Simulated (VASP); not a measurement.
A run of VASP 6.6.1 is set up as follows.

The input INCAR:

```
SYSTEM = Ga
PREC = Accurate
ENCUT = 520
EDIFF = 1E-6
ISMEAR = 1
SIGMA = 0.03
LREAL = .False.
LASPH = .True.
NELM = 100
ALGO = Normal
ISIF = 2
LWAVE = .False.
LCHARG = .False.
GGA = CA
NBANDS = 34
```

The input KPOINTS:

```
Automatic mesh
0
Gamma
  8 8 7
  0 0 0
```

File POSCAR:

```
Ga
1.0
    2.2178908173     -3.7419137528      0.0000000000
    2.2178908173      3.7419137528      0.0000000000
    0.0000000000      0.0000000000      4.4249628129
Ga
4
Direct
    0.8443628362      0.1556371638      0.0859373133
    0.6556371638      0.3443628362      0.5859373133
    0.1556371638      0.8443628362      0.9140626867
    0.3443628362      0.6556371638      0.4140626867
```

Potentials or basis: VASP PAW LDA potentials, release 64 (Ga_d).

The run is started by

```console
$ cat potpaw_LDA.64/Ga_d/POTCAR > POTCAR
$ mpirun -np 1 vasp_std > vasp.out
```

Predict the band gap on the k mesh.

zero (band 26 reaches 5.63 eV, above the bottom of band 27 at 4.58 eV).

What does it give for the largest force?

0.019 eV/Å.

What does it give for the pressure?

0.1 GPa.

Forces on the atoms (eV/Å):
```
Ga   0.000 -0.019 -0.004
Ga   0.000  0.019 -0.004
Ga   0.000  0.019  0.004
Ga   0.000 -0.019  0.004
```
